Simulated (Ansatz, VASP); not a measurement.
PbO: VASP beside Ansatz

```xyz
2
Lattice="3.1441 0.0000 0.0000 0.0000 3.1441 0.0000 0.0000 0.0000 3.1441" Properties=species:S:1:pos:R:3 pbc="T T T"
Pb    0.0000    0.0000    0.0000
O     1.5720    1.5720    1.5720
```

Change from the starting cell: hydrostatic strain -1.1%.

Alike in both runs: task single point; functional HSE06; k mesh 6 × 6 × 6; occupations fermi-dirac, width 0.02 eV; no spin polarisation.

```csv
,VASP,Ansatz
version,VASP 6.6.1,Ansatz 0.2.0
potentials or method,"VASP PAW PBE potentials, release 64 (Pb_d, O)","plane waves, PAW"
plane-wave cutoff (eV),520,420
valence electrons in the cell,20,20
```

|  | VASP | Ansatz | Ansatz less VASP |
| --- | --- | --- | --- |
| pressure (GPa) | 2.9 | 2.9 | -0.07 |

Ansatz's warnings: stress exchange threshold loose, stress scf threshold loose.

Spin-orbit coupling is off throughout.
